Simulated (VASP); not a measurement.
Here is a VASP 6.6.1 calculation.

Contents of INCAR:

```
SYSTEM = AlN
ALGO = Normal ; EDIFF = 1E-7
ENCUT = 520 ; GGA = PS
ISIF = 2 ; ISMEAR = 0
LASPH = .TRUE. ; LCHARG = .FALSE.
LREAL = .FALSE. ; LWAVE = .FALSE.
NBANDS = 16 ; NELM = 80
PREC = Accurate ; SIGMA = 0.05
```

The input KPOINTS:

```
k-points
0
G
  12 12 6
  0 0 0
```

The input POSCAR:

```
AlN
1.0
    3.3121160000     -0.0331211600      0.0000000000
   -1.6847417600      2.8849365800      0.0000000000
    0.0000000000      0.0000000000      4.1875630000
Al N
2 2
Direct
    0.3333333333      0.6666666667      0.7500000000
    0.6666666667      0.3333333333      0.2500000000
    0.3333333333      0.6666666667      0.2500000000
    0.6666666667      0.3333333333      0.7500000000
```

Potentials or basis: VASP PAW PBE potentials, release 64 (Al, N).

Run with:

```bash
$ cat potpaw_PBE.64/Al/POTCAR potpaw_PBE.64/N/POTCAR > POTCAR
$ mpirun -np 1 vasp_std > vasp.out
```

**Question.** What does it give for the largest force?

**Answer.** 0.266 eV/Å.

**Question.** Estimate the band gap on the k mesh.

**Answer.** 3.18 eV.

Stress tensor (GPa, compression positive):
```
-3.08  3.31  0.00
 3.31 -3.15  0.00
 0.00  0.00 -4.15
```

Caveat: the cell stands under tension; the PAW data sets were made with another functional, which shifts forces and pressure a little. A k mesh can miss the band edges.
